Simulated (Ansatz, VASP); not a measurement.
**One calculation of HgTe, two programs**

```
CELL_PARAMETERS angstrom
0.00000 3.32586 3.32586
3.32586 0.00000 3.32586
3.32586 3.32586 0.00000
ATOMIC_POSITIONS crystal
Hg 0.00000 0.00000 0.00000
Te 0.25000 0.25000 0.25000
```

Alike in both runs: functional PBE; k mesh 11 × 11 × 11; occupations fermi-dirac, width 0.05 eV; no spin polarisation.

Ansatz relaxed the structure, and its values are those at the end. VASP's run is a single point on that final structure, the one shown.

|  | VASP | Ansatz |
| --- | --- | --- |
| version | VASP 6.6.1 | Ansatz 0.2.0 |
| potentials or method | VASP PAW PBE potentials, release 64 (Hg, Te) | PAW with Ansatz's default frozen-core files, scalar-relativistic |
| plane-wave cutoff (eV) | 520 | 420 |
| valence electrons in the cell | 18 | 36 |

```tsv
	VASP	Ansatz	Ansatz less VASP
pressure (GPa)	0.0	0.0	-0.04
```

With one functional, cell and mesh, what is left measures potentials, basis and numerics. VASP's potentials hold 18 valence electrons a cell and Ansatz's 36, so a difference there can come from the potentials and not from the codes.

Spin-orbit coupling is off throughout.
